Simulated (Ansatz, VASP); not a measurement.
# LiCl: VASP beside Ansatz

```
Li Cl
1.0
     0.00000    2.57514    2.57514
     2.57514    0.00000    2.57514
     2.57514    2.57514    0.00000
Li Cl
1 1
Direct
  0.00000 0.00000 0.00000
  0.50000 0.50000 0.50000
```

Alike in both runs: functional PBE; k mesh 8 × 8 × 8; occupations gaussian, width 0.02 eV; no spin polarisation.

Ansatz relaxed the structure, and its values are those at the end. VASP's run is a single point on that final structure, the one shown.

|  | VASP | Ansatz |
| --- | --- | --- |
| version | VASP 6.6.1 | Ansatz 0.2.0 |
| potentials or method | VASP PAW PBE potentials, release 64 (Li_sv, Cl), cutoff 520 eV | scalar-relativistic, plane waves, PAW |
| valence electrons in the cell | 10 | 10 |

Ansatz gave:

- gap on the k mesh at the Fermi level (eV): 6.26
- least direct gap on the mesh (eV): 6.26

Question: Estimate VASP's values.

Answer: gap on the k mesh at the Fermi level (eV): 6.27; least direct gap on the mesh (eV): 6.27.

The functional is the same, so the differences come from potentials, cutoffs and numerics.

Noted on VASP's run: the cutoff is short for stress, so the pressure is rough.
